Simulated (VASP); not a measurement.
# InP: single point with PBE

InP:

```
CELL_PARAMETERS angstrom
2.76674 -2.76677 0.00000
2.76674 2.76677 0.00000
0.00000 0.00000 5.54830
ATOMIC_POSITIONS crystal
In 0.74998 0.25002 0.25000
In 0.25002 0.74998 0.75000
P 0.75003 0.24997 0.75000
P 0.24997 0.75003 0.25000
```

| Property | Result |
| --- | --- |
| Program | VASP 6.6.1 |
| Task | single point |
| Functional | PBE |
| Potentials or basis | VASP PAW PBE potentials, release 64 (In_d, P) |
| Cutoff | 500 eV |
| k mesh | 12 × 12 × 10 |
| Occupations | gaussian, width 0.1 eV |
| Spin | no spin polarisation |
| Dipole correction | no |
| Further INCAR settings | ALGO = Normal; EDIFF = 1e-06; NBANDS = 26 |

```json
{"Pressure": "0.0 GPa", "Band gap on the k mesh": "zero (bands 18 and 19 overlap by 2.62 eV)"}
```

Levels at points of the mesh, in eV from the Fermi level:
| k point | band 15 | band 16 | band 17 | band 18 | band 19 | band 20 | band 21 | band 22 |
| --- | --- | --- | --- | --- | --- | --- | --- | --- |
| (0.00, 0.00, 0.00) | -2.33 | -2.33 | -0.30 | -0.30 | -0.27 | 0.51 | 3.84 | 7.08 |
| (0.50, 0.00, 0.00) | -2.85 | -2.85 | -0.12 | -0.11 | 2.32 | 2.32 | 4.38 | 4.38 |
| (0.50, 0.50, 0.00) | -2.52 | -2.52 | -2.36 | -2.36 | -2.32 | -2.32 | 3.83 | 3.83 |
| (0.00, 0.00, 0.50) | -1.42 | -1.42 | -1.42 | -1.42 | 1.01 | 1.01 | 4.84 | 4.84 |
| (0.50, 0.00, 0.50) | 0.13 | 0.13 | 0.14 | 0.14 | 2.48 | 2.48 | 3.39 | 3.39 |
| (0.50, 0.50, 0.50) | -3.89 | -3.89 | -3.89 | -3.89 | 2.35 | 2.35 | 4.56 | 4.56 |

Wall time 6.1 min on 1 thread of Oxide Virtual Turin-like Processor, on a shared host, peak memory 0.48 GiB.

Caveat: spin-orbit coupling is left out, which moves the levels of the heavy elements.
